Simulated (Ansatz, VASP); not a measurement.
## Two plane-wave programs on Ti

File POSCAR:

```
Ti
1.0
    0.0000000000      2.0147750000      2.0300000000
    2.0452250000      0.0000000000      2.0300000000
    2.0452250000      2.0147750000      0.0000000000
Ti
1
Direct
    0.0000000000      0.0000000000      0.0000000000
```

File INCAR.step1:

```
PREC = Accurate
ENCUT = 520
ISMEAR = 0
SIGMA = 0.15
LREAL = False
LASPH = True
NELM = 100
NBANDS = 12
GGA = PE
ALGO = Normal
EDIFF = 1E-4
LWAVE = True
LCHARG = False
```

INCAR.step2

```
PREC = Accurate
ENCUT = 520
EDIFF = 1E-6
ISMEAR = 0
SIGMA = 0.15
LREAL = False
LASPH = True
NELM = 100
ALGO = Normal
ISIF = 2
LWAVE = False
LCHARG = False
METAGGA = R2SCAN
LMIXTAU = True
NBANDS = 12
ISTART = 1
```

Contents of KPOINTS:

```
regular mesh
0
Gamma
  20 20 20
```

Input for Ansatz:

```yaml
crystal:
  lattice:
    - [0.0, 2.014775, 2.03]
    - [2.045225, 0.0, 2.03]
    - [2.045225, 2.014775, 0.0]
  atoms:
    - { symbol: Ti, position: [0.0, 0.0, 0.0] }
basis:
  ecutwfc: 500
kpoints:
  mp_grid: { grid: [20, 20, 20] }
hamiltonian:
  xc: r2scan
scf:
  occupations: { method: gaussian, width: 0.15 }
output:
  forces: true
  stress: true
  eigenvalues: true
```

Change from the starting cell: strain +0.0075 x Voigt [1, -1, 0, 0, 0, 0], atoms carried along.

Alike in both runs: task single point; functional r2SCAN; k mesh 20 × 20 × 20; occupations gaussian, width 0.15 eV; no spin polarisation.

|  | VASP | Ansatz |
| --- | --- | --- |
| version | VASP 6.6.1 | Ansatz 0.2.0 |
| potentials or method | VASP PAW PBE potentials, release 64 (Ti_sv), cutoff 520 eV | scalar-relativistic, plane waves, PAW |
| valence electrons in the cell | 12 | 12 |

|  | VASP | Ansatz | Ansatz less VASP |
| --- | --- | --- | --- |
| gap on the k mesh at the Fermi level (eV) | none | none | - |
| pressure (GPa) | 4.8 | 4.4 | -0.43 |
| traceless stress, the component that is largest in VASP (GPa) | 0.26 | 0.26 | -0.003 |

VASP's potentials were made for PBE, not for r2SCAN. A gap of «none» marks a metal or a gap that the smearing closes. With one functional, cell and mesh, what is left measures potentials, basis and numerics.
